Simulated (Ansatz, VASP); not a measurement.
Two plane-wave programs on HfN

```
Hf N
1.0
     0.00000    2.25900    2.19123
     2.25900    0.00000    2.19123
     2.25900    2.25900    0.00000
Hf N
1 1
Direct
  0.00000 0.00000 0.00000
  0.50000 0.50000 0.50000
```

Change from the starting cell: strain +0.000 along x and y, -0.030 along z, atoms carried along.

Alike in both runs: task single point; functional PBE; k mesh 18 × 18 × 18; occupations gaussian, width 0.15 eV; no spin polarisation.

|  | VASP | Ansatz |
| --- | --- | --- |
| version | VASP 6.6.1 | Ansatz 0.2.0 |
| potentials or method | VASP PAW PBE potentials, release 64 (Hf_pv, N), cutoff 520 eV | scalar-relativistic, plane waves, PAW |
| valence electrons in the cell | 15 | 31 |

```tsv
	VASP	Ansatz	Ansatz less VASP
gap on the k mesh at the Fermi level (eV)	none	none	-
pressure (GPa)	12.9	15.4	+2.46
traceless stress, the component that is largest in VASP (GPa)	12.08	12.16	+0.088
```

A gap of «none» marks a metal or a gap that the smearing closes. VASP's potentials hold 15 valence electrons a cell and Ansatz's 31, so a difference there can come from the potentials and not from the codes.

Neither program's run includes spin-orbit coupling.
